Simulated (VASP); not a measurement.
# Mg (P6_3/mmc) in VASP: notebook

The runs below take Mg through relaxation of shape and atoms at fixed volume, with PBEsol.

Everything below comes from runs of VASP 6.6.1. Logs are shortened: lines on timing, memory, paths and dates and some standing lists are left out, and cuts for length are marked.

### Step 1. The cell of the first run

The structure is hexagonal, space group P6_3/mmc (No. 194). The conventional cell has a = 3.219 Å, b = 3.219 Å, c = 5.164 Å, α = 90.00°, β = 90.00°, γ = 120.00°. Within 4.2 Å of Mg (site symmetry -6m2) lie 12 Mg at 3.18 to 3.22 Å.

### Step 2. Relaxation of shape and atoms at fixed volume, PBEsol (23.17 Å³/atom)

INCAR

```
SYSTEM = Mg
PREC = Accurate
ENCUT = 600
EDIFF = 1E-6
ISMEAR = 0
SIGMA = 0.1
LREAL = .False.
LASPH = .True.
NELM = 60
ALGO = Fast
ISIF = 4
LWAVE = .False.
LCHARG = .False.
GGA = PS
IBRION = 2
NSW = 50
EDIFFG = -0.01
```

KPOINTS

```
regular mesh
0
Gamma
  18 18 8
  0 0 0
```

POSCAR

```
Mg
1.0
    3.2187473980      0.0000000000      0.0000000000
   -1.6093736990      2.7875170151      0.0000000000
    0.0000000000      0.0000000000      5.1642265213
Mg
2
Direct
    0.3333333333      0.6666666667      0.2500000000
    0.6666666667      0.3333333333      0.7500000000
```

Potentials or basis: VASP PAW PBE potentials, release 64 (Mg).

On the command line:

```console
> cat potpaw_PBE.64/Mg/POTCAR > POTCAR
> mpirun -np 1 vasp_std > vasp.out
```

OUTCAR:

```text
SYSTEM = Mg
   PREC = Accurate
   ENCUT = 600
   EDIFF = 1E-6
   ISMEAR = 0
   LREAL = .False.
   LASPH = .True.
   NELM = 60
   ISIF = 4
   GGA = PS
   IBRION = 2
   NSW = 50
   EDIFFG = -0.01

 ion  position               nearest neighbor table
   1  0.333  0.667  0.250-   2 3.18   2 3.18   2 3.18   2 3.18   2 3.18   2 3.18
   2  0.667  0.333  0.750-   1 3.18   1 3.18   1 3.18   1 3.18   1 3.18   1 3.18

  LATTYP: Found a hexagonal cell.
 ALAT       =     3.2187473980
 C/A-ratio  =     1.6044211871

  Lattice vectors:

 A1 = (   3.2187473980,   0.0000000000,   0.0000000000)
 A2 = (  -1.6093736990,   2.7875170151,   0.0000000000)
 A3 = (   0.0000000000,   0.0000000000,   5.1642265213)

Analysis of symmetry for initial positions (statically):
=====================================================================
 Subroutine PRICEL returns:
 Original cell was already a primitive cell.

 Routine SETGRP: Setting up the symmetry group for a
 hexagonal supercell.

 Subroutine GETGRP returns: Found 24 space group operations
 (whereof 12 operations were pure point group operations)
 out of a pool of 24 trial point group operations.

The static configuration has the point symmetry D_3d.
 The point group associated with its full space group is D_6h.

Analysis of symmetry for dynamics (positions and initial velocities):
=====================================================================
 Subroutine PRICEL returns:
 Original cell was already a primitive cell.

 Routine SETGRP: Setting up the symmetry group for a
 hexagonal supercell.

 Subroutine GETGRP returns: Found 24 space group operations
 (whereof 12 operations were pure point group operations)
 out of a pool of 24 trial point group operations.

The dynamic configuration has the point symmetry D_3d.
 The point group associated with its full space group is D_6h.

 Subroutine INISYM returns: Found 24 space group operations
 (whereof 12 operations are pure point group operations),
 and found     1 'primitive' translations

----------------------------------------------------------------------------------------

                                     Primitive cell

  volume of cell :      46.3351

  direct lattice vectors                    reciprocal lattice vectors
     3.218747398  0.000000000  0.000000000     0.310679863  0.179371102  0.000000000
    -1.609373699  2.787517015  0.000000000     0.000000000  0.358742205  0.000000000
[... 88 lines left out ...]
   NSW    =     50    number of steps for IOM
   IBRION =      2    ionic relax: 0-MD 1-quasi-New 2-CG
   NFREE  =      1    steps in history (QN), initial steepest desc. (CG)
   ISIF   =      4    stress and relaxation
   ISYM   =      2    0-nonsym 1-usesym 2-fastsym
   POTIM  = 0.5000    time-step for ionic-motion
   TEBEG  =    0.0;   TEEND  =   0.0 temperature during run
   PSTRESS=    0.0 pullay stress
   NELECT =       4.0000    total number of electrons
   NUPDOWN=      -1.0000    fix difference up-down
   EMIN   =  10.00;   EMAX   =-10.00  energy-range for DOS
   EFERMI =   0.00;   METHOD = LEGACY
   ISMEAR =     0;   SIGMA  =   0.10  broadening in eV -4-tet -1-fermi 0-gaus
   EFERMI_NEDOS =   21; number of points for ismear=-14 and -15
   IALGO  =     68    algorithm
   IMIX   =      4    mixing-type and parameters
     AMIX     =   0.40;   BMIX     =  1.00
     AMIX_MAG =   1.60;   BMIX_MAG =  1.00
  volume/ion in A,a.u.               =      23.17       156.34
  Fermi-wavevector in a.u.,A,eV,Ry     =   0.723533  1.367279  7.122647  0.523500
  Thomas-Fermi vector in A             =   1.813773
   LORBIT       =      0    0 simple, 1 ext, 2 COOP (PROOUT), +10 PAW based schemes
   GGA     = PS    functional components
   LHFCALC =     F    Hartree Fock is set to
   AEXX    =    0.0000 exact exchange contribution
   IVDW    =     0    specifies the selected vdW correction
   LEPSILON=     F    determine dielectric tensor
   LRPA    =     F    only Hartree local field effects (RPA)
 conjugate gradient relaxation of ions
 non-spin polarized calculation
 RMM-DIIS sequential band-by-band and
 Gauss-broadening in eV      SIGMA  =   0.10
  energy-cutoff  :      600.00
  volume of cell :       46.34
 maximum number of plane-waves:      1574
 NGX is ok and might be reduce to    28
   NGX = 13   NGY = 13   NGZ = 21

 number of electron       4.0000000 magnetization

 Free energy of the ion-electron system (eV)
  ---------------------------------------------------
  ext. energy  EPLUGINS =         0.00000000
  ---------------------------------------------------
  free energy    TOTEN  =        -3.44611879 eV

  energy without entropy =       -3.44141455  energy(sigma->0) =       -3.44376667

 E-fermi :   2.5541     XC(G=0):  -8.5050

 val. band max:        2.5456672365   @ k =   0.3889   0.0000   0.0000
 cond. band min:       2.5671990572   @ k =   0.2778   0.1667   0.1250
 fundamental gap:      0.0215318207
 Fermi energy:         2.5540720861

 k-point     1 :       0.0000    0.0000    0.0000
  band No.  band energies     occupation
      1      -4.3450      2.00000
      2       0.9354      2.00000
      3       1.4160      2.00000
      4      13.2934      0.00000
      5      13.3058      0.00000
      6      13.3642      0.00000
[... 199 lines left out ...]
 k-point    24 :       0.3889    0.1111    0.0000
  band No.  band energies     occupation
      1      -0.4129      2.00000
      2       1.6140      2.00000
      3       4.6024      0.00000
      4       5.2223      0.00000
      5       6.4843      0.00000
      6       6.6244      0.00000

 [... further k-points ...]

------------------------ aborting loop because EDIFF is reached ----------------------------------------

  FORCE on cell =-STRESS in cart. coord.  units (eV):
  Direction    XX          YY          ZZ          XY          YZ          ZX
  --------------------------------------------------------------------------------------
  -------------------------------------------------------------------------------------
  Total       -0.3099750     -0.3099750     -0.3232614      0.0000000      0.0000000     -0.0000000
  in kB      -10.7183392    -10.7183392    -11.1777584      0.0000000      0.0000000     -0.0000000
  external PRESSURE =     -10.8714790 kB  Pullay stress =       0.0000000 kB

 VOLUME and BASIS-vectors are now :
 -----------------------------------------------------------------------------
  energy-cutoff  :      600.00
  volume of cell :       46.34
      direct lattice vectors                 reciprocal lattice vectors
     3.218747398  0.000000000  0.000000000     0.310679863  0.179371102  0.000000000
    -1.609373699  2.787517015  0.000000000     0.000000000  0.358742205  0.000000000
     0.000000000  0.000000000  5.164226521     0.000000000  0.000000000  0.193639841

 POSITION                                       TOTAL-FORCE (eV/Angst)
 -----------------------------------------------------------------------------------
     -0.00000      1.85834      1.29106         0.000000     -0.000000      0.000000
      1.60937      0.92917      3.87317        -0.000000      0.000000      0.000000
 -----------------------------------------------------------------------------------
    total drift:                                0.000000     -0.000000      0.000000

  FREE ENERGIE OF THE ION-ELECTRON SYSTEM (eV)
  ---------------------------------------------------
  free  energy   TOTEN  =        -3.4461187876 eV

  energy  without entropy=       -3.4414145487  energy(sigma->0) =       -3.44376667

 reached required accuracy - stopping structural energy minimisation
```

OSZICAR:

```text
N       E                     dE             d eps       ncg     rms          rms(c)
DAV:   1    -0.180962855181E+00   -0.18096E+00   -0.13840E+03  2220   0.525E+02
DAV:   2    -0.344016578602E+01   -0.32592E+01   -0.30701E+01  2916   0.305E+01
DAV:   3    -0.346619308655E+01   -0.26027E-01   -0.25915E-01  3180   0.351E+00
DAV:   4    -0.346627822645E+01   -0.85140E-04   -0.85137E-04  3036   0.165E-01
DAV:   5    -0.346627874223E+01   -0.51577E-06   -0.51554E-06  3066   0.923E-03    0.970E-01
RMM:   6    -0.345576214453E+01    0.10517E-01   -0.56599E-04  2220   0.250E-01    0.618E-01
RMM:   7    -0.344610345711E+01    0.96587E-02   -0.25276E-03  2220   0.504E-01    0.315E-02
RMM:   8    -0.344611842139E+01   -0.14964E-04   -0.10536E-04  2220   0.116E-01    0.674E-03
RMM:   9    -0.344611878755E+01   -0.36616E-06   -0.78645E-06  2213   0.281E-02
   1 F= -.34461188E+01 E0= -.34437667E+01  d E =-.344612E+01
```

Wall time 30 s (1 thread of Intel Xeon Platinum 8124M at 3.00GHz (Skylake/Cascade Lake), shared host); peak memory 0.23 GiB.

Results:

```
Free energy             : -3.4461 eV
Pressure after relaxing : -1.1 GPa
Band gap on the k mesh  : zero (bands 2 and 3 overlap by 2.15 eV)
```

Final structure:
```
Mg
1.0
     3.21875    0.00000    0.00000
    -1.60937    2.78752    0.00000
     0.00000    0.00000    5.16423
Mg
2
Direct
  0.33333 0.66667 0.25000
  0.66667 0.33333 0.75000
```

Caveat: the relaxation stopped at its first step, so nothing moved; the PAW data sets were made with another functional, which shifts forces and pressure a little.

### Step 3. Relaxation of shape and atoms at fixed volume, PBEsol (23.84 Å³/atom)

This run uses another cell than the first one, of 23.84 Å³/atom.

INCAR

```
  ALGO = Normal
  EDIFF = 1E-6
  EDIFFG = -0.01
  ENCUT = 600
  GGA = PS
  IBRION = 2
  ISIF = 4
  ISMEAR = 0
  LASPH = T
  LCHARG = F
  LREAL = F
  LWAVE = F
  NELM = 80
  NSW = 50
  PREC = Accurate
  SIGMA = 0.1
```

KPOINTS

```
k-points
0
Gamma
  18 18 8
```

POSCAR

```
Mg
1.0
    3.2496987910      0.0000000000      0.0000000000
   -1.6248493955      2.8143217076      0.0000000000
    0.0000000000      0.0000000000      5.2138855919
Mg
2
Direct
    0.3333333333      0.6666666667      0.2500000000
    0.6666666667      0.3333333333      0.7500000000
```

Potentials or basis: VASP PAW PBE potentials, release 64 (Mg).

On the command line:

```console
> cat potpaw_PBE.64/Mg/POTCAR > POTCAR
> mpirun -np 1 vasp_std > vasp.out
```

Wall time 30 s (1 thread of Intel Xeon Platinum 8124M at 3.00GHz (Skylake/Cascade Lake), shared host); peak memory 0.22 GiB.

The run converged. Its results:

```yaml
Free_energy: -3.4331 eV
Pressure_after_relaxing: -2.0 GPa
Band_gap_on_the_k_mesh: zero (bands 2 and 3 overlap by 2.15 eV)
```

Final structure:
```
Mg
1.0
     3.24970    0.00000    0.00000
    -1.62485    2.81432    0.00000
     0.00000    0.00000    5.21389
Mg
2
Direct
  0.33333 0.66667 0.25000
  0.66667 0.33333 0.75000
```

Levels at points of the mesh, in eV from the Fermi level:
| k point | band 1 | band 2 | band 3 | band 4 | band 5 | band 6 |
| --- | --- | --- | --- | --- | --- | --- |
| (0.00, 0.00, 0.00) | -6.78 | -1.57 | -1.14 | 10.58 | 10.58 | 10.59 |
| (0.50, 0.00, 0.00) | -2.15 | -2.12 | 2.61 | 3.02 | 3.24 | 3.64 |
| (0.00, 0.00, 0.50) | -5.40 | -5.40 | 5.09 | 5.09 | 11.33 | 11.33 |
| (0.50, 0.00, 0.50) | -1.08 | -1.08 | -0.48 | -0.48 | 7.73 | 7.73 |

Caveat: the relaxation stopped at its first step, so nothing moved; the PAW data sets were made with another functional, which shifts forces and pressure a little.

[end of part 1 of 2]
